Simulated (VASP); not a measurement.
# ReBi (F-43m) in VASP: settings compared

The runs below take ReBi through single point, with PBE, PBEsol, LDA.

Everything below comes from runs of VASP 6.6.1. Logs are shortened: lines on timing, memory, paths and dates and some standing lists are left out, and cuts for length are marked.

## (1) The cell of the first run

The structure is cubic, space group F-43m (No. 216). The conventional cell has a = 6.220 Å, b = 6.220 Å, c = 6.220 Å, α = 90.00°, β = 90.00°, γ = 90.00°. Within 3.6 Å of Re (site symmetry -43m) lie 4 Bi at 2.69 Å. Within 3.6 Å of Bi (site symmetry -43m) lie 4 Re at 2.69 Å.

## (2) Single point, PBE

Input file INCAR:

```
SYSTEM = ReBi
PREC = Accurate
ENCUT = 520
EDIFF = 1E-6
ISMEAR = -4
SIGMA = 0.1
LREAL = .FALSE.
LASPH = .TRUE.
NELM = 100
ALGO = Normal
ISIF = 2
LWAVE = .FALSE.
LCHARG = .TRUE.
GGA = PE
LELF = .TRUE.
LVHAR = .TRUE.
NBANDS = 18
```

Input file KPOINTS:

```
regular mesh
0
G
  10 10 10
  0 0 0
```

Input file POSCAR:

```
ReBi
1.0
    0.0000000000      3.1097581038      3.1097581038
    3.1097581038      0.0000000000      3.1097581038
    3.1097581038      3.1097581038      0.0000000000
Re Bi
1 1
Direct
    0.0000000000      0.0000000000      0.0000000000
    0.2500000000      0.2500000000      0.2500000000
```

Potentials or basis: VASP PAW PBE potentials, release 64 (Re, Bi_d).

Run with:

```sh
cat potpaw_PBE.64/Re/POTCAR potpaw_PBE.64/Bi_d/POTCAR > POTCAR
mpirun -np 1 vasp_std > vasp.out
```

OUTCAR:

```text
SYSTEM = ReBi
   PREC = Accurate
   ENCUT = 520
   EDIFF = 1E-6
   ISMEAR = -4
   LREAL = .FALSE.
   LASPH = .TRUE.
   NELM = 100
   ISIF = 2
   GGA = PE

 ion  position               nearest neighbor table
   1  0.000  0.000  0.000-   2 2.69   2 2.69   2 2.69   2 2.69
   2  0.250  0.250  0.250-   1 2.69   1 2.69   1 2.69   1 2.69

  LATTYP: Found a face centered cubic cell.
 ALAT       =     6.2195162076

  Lattice vectors:

 A1 = (   0.0000000000,   3.1097581038,   3.1097581038)
 A2 = (   3.1097581038,   0.0000000000,   3.1097581038)
 A3 = (   3.1097581038,   3.1097581038,   0.0000000000)

Analysis of symmetry for initial positions (statically):
=====================================================================
 Subroutine PRICEL returns:
 Original cell was already a primitive cell.

 Routine SETGRP: Setting up the symmetry group for a
 face centered cubic supercell.

 Subroutine GETGRP returns: Found 24 space group operations
 (whereof 24 operations were pure point group operations)
 out of a pool of 48 trial point group operations.

The static configuration has the point symmetry T_d .

Analysis of symmetry for dynamics (positions and initial velocities):
=====================================================================
 Subroutine PRICEL returns:
 Original cell was already a primitive cell.

 Routine SETGRP: Setting up the symmetry group for a
 face centered cubic supercell.

 Subroutine GETGRP returns: Found 24 space group operations
 (whereof 24 operations were pure point group operations)
 out of a pool of 48 trial point group operations.

The dynamic configuration has the point symmetry T_d .

 Subroutine INISYM returns: Found 24 space group operations
 (whereof 24 operations are pure point group operations),
 and found     1 'primitive' translations

----------------------------------------------------------------------------------------

                                     Primitive cell

  volume of cell :      60.1464

  direct lattice vectors                    reciprocal lattice vectors
     0.000000000  3.109758104  3.109758104    -0.160784210  0.160784210  0.160784210
     3.109758104  0.000000000  3.109758104     0.160784210 -0.160784210  0.160784210
     3.109758104  3.109758104  0.000000000     0.160784210  0.160784210 -0.160784210

  length of vectors
     4.397862086  4.397862086  4.397862086     0.278486421  0.278486421  0.278486421

  position of ions in fractional coordinates (direct lattice)
     0.000000000  0.000000000  0.000000000
     0.250000000  0.250000000  0.250000000

  ion indices of the primitive-cell ions
   primitive index   ion index
                 1           1
                 2           2

----------------------------------------------------------------------------------------

 KPOINTS: regular mesh

Automatic generation of k-mesh.
 Grid dimensions read from file:
 generate k-points for:   10   10   10

 Generating k-lattice:

  Cartesian coordinates                     Fractional coordinates (reciprocal lattice)
    -0.016078421  0.016078421  0.016078421     0.100000000  0.000000000  0.000000000
     0.016078421 -0.016078421  0.016078421     0.000000000  0.100000000  0.000000000
     0.016078421  0.016078421 -0.016078421     0.000000000  0.000000000  0.100000000

  Length of vectors
     0.027848642  0.027848642  0.027848642

  Shift w.r.t. Gamma in fractional coordinates (k-lattice)
     0.000000000  0.000000000  0.000000000

 TETIRR: Found    148 inequivalent tetrahedra from     6000

 Subroutine IBZKPT returns following result:
 ===========================================

 Found     47 irreducible k-points:

 Following reciprocal coordinates:
            Coordinates               Weight
  0.000000  0.000000  0.000000      1.000000
  0.100000  0.000000  0.000000      8.000000
  0.200000  0.000000  0.000000      8.000000
  0.300000  0.000000  0.000000      8.000000
  0.400000  0.000000  0.000000      8.000000
  0.500000  0.000000  0.000000      4.000000
[... 16 lines left out ...]
  0.300000  0.300000  0.000000      6.000000
  0.400000  0.300000  0.000000     24.000000
 [... further k-points ...]
   k-points           NKPTS =     47   k-points in BZ     NKDIM =     47   number of bands    NBANDS=     18
   number of dos      NEDOS =    301   number of ions     NIONS =      2
   total plane-waves  NPLWV =  46656
   dimension x,y,z NGX =    36 NGY =   36 NGZ =   36
   dimension x,y,z NGXF=    72 NGYF=   72 NGZF=   72
   ions per type =               1   1
   NGX,Y,Z   is equivalent  to a cutoff of  13.61, 13.61, 13.61 a.u.
   NGXF,Y,Z  is equivalent  to a cutoff of  27.22, 27.22, 27.22 a.u.
 SYSTEM =  ReBi
   PREC   = accura    normal or accurate (medium, high low for compatibility)
   ISTART =      0    job   : 0-new  1-cont  2-samecut
   ICHARG =      2    charge: 1-file 2-atom 10-const
   ISPIN  =      1    spin polarized calculation?
   LNONCOLLINEAR =      F non collinear calculations
   LSORBIT =      F    spin-orbit coupling
   LASPH  =      T    aspherical Exc in radial PAW
   ENCUT  =  520.0 eV  38.22 Ry    6.18 a.u.   8.18  8.18  8.18*2*pi/ulx,y,z
   NELM   =    100;   NELMIN=  2; NELMDL= -5     # of ELM steps
   EDIFF  = 0.1E-05   stopping-criterion for ELM
   LREAL  =      F    real-space projection
   EDIFFG = 0.1E-04   stopping-criterion for IOM
   NSW    =      0    number of steps for IOM
   IBRION =     -1    ionic relax: 0-MD 1-quasi-New 2-CG
   NFREE  =      0    steps in history (QN), initial steepest desc. (CG)
   ISIF   =      2    stress and relaxation
   ISYM   =      2    0-nonsym 1-usesym 2-fastsym
   POTIM  = 0.5000    time-step for ionic-motion
   TEBEG  =    0.0;   TEEND  =   0.0 temperature during run
   PSTRESS=    0.0 pullay stress
   NELECT =      22.0000    total number of electrons
   NUPDOWN=      -1.0000    fix difference up-down
   EMIN   =  10.00;   EMAX   =-10.00  energy-range for DOS
   EFERMI =   0.00;   METHOD = LEGACY
   ISMEAR =    -4;   SIGMA  =   0.10  broadening in eV -4-tet -1-fermi 0-gaus
   EFERMI_NEDOS =   21; number of points for ismear=-14 and -15
   IALGO  =     38    algorithm
   IMIX   =      4    mixing-type and parameters
     AMIX     =   0.40;   BMIX     =  1.00
     AMIX_MAG =   1.60;   BMIX_MAG =  1.00
  volume/ion in A,a.u.               =      30.07       202.94
  Fermi-wavevector in a.u.,A,eV,Ry     =   1.170790  2.212473 18.650185  1.370750
  Thomas-Fermi vector in A             =   2.307244
   LORBIT       =      0    0 simple, 1 ext, 2 COOP (PROOUT), +10 PAW based schemes
   GGA     = PE    functional components
   LHFCALC =     F    Hartree Fock is set to
   AEXX    =    0.0000 exact exchange contribution
   IVDW    =     0    specifies the selected vdW correction
   LEPSILON=     F    determine dielectric tensor
   LRPA    =     F    only Hartree local field effects (RPA)
 non-spin polarized calculation
 Fermi weights with tetrahedron method witout Bloechl corrections
  energy-cutoff  :      520.00
  volume of cell :       60.15
 maximum number of plane-waves:      1639
 NGX is ok and might be reduce to    36
   NGX = 17   NGY = 17   NGZ = 17

 number of electron      21.9999997 magnetization

 Free energy of the ion-electron system (eV)
  ---------------------------------------------------
  ext. energy  EPLUGINS =         0.00000000
  ---------------------------------------------------
  free energy    TOTEN  =       -12.28571054 eV

  energy without entropy =      -12.28571054  energy(sigma->0) =      -12.28571054

 E-fermi :   4.3925     XC(G=0):  -9.8041

 val. band max:        4.3959330139   @ k =   0.4000   0.4000   0.0000
 cond. band min:       4.3877858844   @ k =   0.5000   0.0000   0.0000
 fundamental gap:     -0.0081471295
 Fermi energy:         4.3924893270

 k-point     1 :       0.0000    0.0000    0.0000
  band No.  band energies     occupation
      1     -17.6938      2.00000
      2     -17.6938      2.00000
      3     -17.6938      2.00000
      4     -17.6509      2.00000
      5     -17.6509      2.00000
      6      -7.1221      2.00000
[... 10 lines left out ...]
     17      11.3451      0.00000
     18      11.3451      0.00000

 k-point     2 :       0.1000    0.0000    0.0000
  band No.  band energies     occupation
      1     -17.6952      2.00000
      2     -17.6938      2.00000
      3     -17.6938      2.00000
      4     -17.6504      2.00000
      5     -17.6504      2.00000
      6      -7.0484      2.00000
[... 10 lines left out ...]
     17      11.6826      0.00000
     18      11.6826      0.00000

 k-point     3 :       0.2000    0.0000    0.0000
  band No.  band energies     occupation
      1     -17.6991      2.00000
      2     -17.6938      2.00000
      3     -17.6938      2.00000
      4     -17.6490      2.00000
      5     -17.6490      2.00000
      6      -6.8457      2.00000
[... 10 lines left out ...]
     17      12.2560      0.00000
     18      12.2561      0.00000

 k-point     4 :       0.3000    0.0000    0.0000
  band No.  band energies     occupation
      1     -17.7039      2.00000
      2     -17.6936      2.00000
      3     -17.6936      2.00000
      4     -17.6476      2.00000
      5     -17.6476      2.00000
      6      -6.5727      2.00000
[... 10 lines left out ...]
     17      12.7291      0.00000
     18      12.7293      0.00000

 k-point     5 :       0.4000    0.0000    0.0000
  band No.  band energies     occupation
      1     -17.7079      2.00000
      2     -17.6932      2.00000
      3     -17.6932      2.00000
      4     -17.6467      2.00000
      5     -17.6467      2.00000
      6      -6.3291      2.00000
[... 10 lines left out ...]
     17      12.9895      0.00000
     18      12.9897      0.00000

 k-point     6 :       0.5000    0.0000    0.0000
  band No.  band energies     occupation
      1     -17.7094      2.00000
      2     -17.6930      2.00000
      3     -17.6930      2.00000
      4     -17.6464      2.00000
      5     -17.6464      2.00000
      6      -6.2296      2.00000
[... 10 lines left out ...]
     17      13.0658      0.00000
     18      13.0658      0.00000

 k-point     7 :       0.1000    0.1000    0.0000
  band No.  band energies     occupation
      1     -17.6966      2.00000
      2     -17.6934      2.00000
      3     -17.6934      2.00000
      4     -17.6507      2.00000
      5     -17.6497      2.00000
      6      -7.0237      2.00000
[... 10 lines left out ...]
     17      12.1410      0.00000
     18      12.1411      0.00000

 k-point     8 :       0.2000    0.1000    0.0000
  band No.  band energies     occupation
      1     -17.6997      2.00000
      2     -17.6936      2.00000
      3     -17.6931      2.00000
      4     -17.6501      2.00000
      5     -17.6481      2.00000
      6      -6.8635      2.00000
[... 10 lines left out ...]
     17      12.2897      0.00000
     18      12.6867      0.00000
[... 229 lines left out ...]
     17      13.3217      0.00000
     18      13.9613      0.00000

 k-point    20 :      -0.4000    0.2000    0.0000
  band No.  band energies     occupation
      1     -17.7068      2.00000
      2     -17.6982      2.00000
      3     -17.6929      2.00000
      4     -17.6469      2.00000
      5     -17.6441      2.00000
      6      -6.1059      2.00000
[... 10 lines left out ...]
     17      13.7195      0.00000
     18      14.4435      0.00000

 k-point    21 :      -0.3000    0.2000    0.0000
  band No.  band energies     occupation
      1     -17.7049      2.00000
      2     -17.6974      2.00000
      3     -17.6938      2.00000
      4     -17.6465      2.00000
      5     -17.6455      2.00000
      6      -6.2460      2.00000
[... 10 lines left out ...]
     17      13.3699      0.00000
     18      13.6521      0.00000

 k-point    22 :      -0.2000    0.2000    0.0000
  band No.  band energies     occupation
      1     -17.7032      2.00000
      2     -17.6952      2.00000
      3     -17.6944      2.00000
      4     -17.6472      2.00000
      5     -17.6468      2.00000
      6      -6.4778      2.00000
[... 10 lines left out ...]
     17      12.8544      0.00000
     18      12.9126      0.00000

 k-point    23 :       0.3000    0.3000    0.0000
  band No.  band energies     occupation
      1     -17.7110      2.00000
      2     -17.6914      2.00000
      3     -17.6914      2.00000
      4     -17.6514      2.00000
      5     -17.6423      2.00000
      6      -6.3809      2.00000
[... 10 lines left out ...]
     17      14.4654      0.00000
     18      14.6457      0.00000

 k-point    24 :       0.4000    0.3000    0.0000
  band No.  band energies     occupation
      1     -17.7132      2.00000
      2     -17.6922      2.00000
      3     -17.6911      2.00000
      4     -17.6512      2.00000
      5     -17.6408      2.00000
      6      -6.1841      2.00000
[... 10 lines left out ...]
     17      14.1099      0.00000
     18      15.0877      0.00000

 [... further k-points ...]
[... 5 lines left out ...]
  --------------------------------------------------------------------------------------
  -------------------------------------------------------------------------------------
  Total       -0.0000498     -0.0000498     -0.0000498     -0.0000000     -0.0000000      0.0000000
  in kB       -0.0013255     -0.0013255     -0.0013255     -0.0000000     -0.0000000      0.0000000
  external PRESSURE =      -0.0013255 kB  Pullay stress =       0.0000000 kB

 VOLUME and BASIS-vectors are now :
 -----------------------------------------------------------------------------
  energy-cutoff  :      520.00
  volume of cell :       60.15
      direct lattice vectors                 reciprocal lattice vectors
     0.000000000  3.109758104  3.109758104    -0.160784210  0.160784210  0.160784210
     3.109758104  0.000000000  3.109758104     0.160784210 -0.160784210  0.160784210
     3.109758104  3.109758104  0.000000000     0.160784210  0.160784210 -0.160784210

 POSITION                                       TOTAL-FORCE (eV/Angst)
 -----------------------------------------------------------------------------------
      0.00000      0.00000      0.00000        -0.000000     -0.000000     -0.000000
      1.55488      1.55488      1.55488         0.000000      0.000000      0.000000
 -----------------------------------------------------------------------------------
    total drift:                                0.000000      0.000000      0.000000

  FREE ENERGIE OF THE ION-ELECTRON SYSTEM (eV)
  ---------------------------------------------------
  free  energy   TOTEN  =       -12.2857105408 eV

  energy  without entropy=      -12.2857105408  energy(sigma->0) =      -12.28571054
```

Wall time 80 s (1 thread of Intel Xeon Platinum 8259CL at 2.50GHz (Skylake/Cascade Lake), shared host); peak memory 0.23 GiB.

What came out:

```yaml
Free_energy: -12.2857 eV
Pressure: 0.0 GPa
Band_gap_on_the_k_mesh: zero (band 11 reaches 4.40 eV, above the bottom of band 12 at 4.39 eV)
```

Levels at points of the mesh, in eV from the Fermi level:
| k point | band 9 | band 10 | band 11 | band 12 | band 13 | band 14 |
| --- | --- | --- | --- | --- | --- | --- |
| (0.00, 0.00, 0.00) | -2.51 | -0.15 | -0.15 | 2.32 | 5.76 | 5.76 |
| (0.50, 0.00, 0.00) | -2.21 | -0.03 | -0.03 | 0.00 | 3.20 | 3.20 |
| (0.50, 0.50, 0.00) | -1.43 | -0.66 | -0.11 | 0.02 | 0.94 | 0.94 |

Caveat: spin-orbit coupling is left out, which moves the levels of the heavy elements.

[end of part 1 of 2]
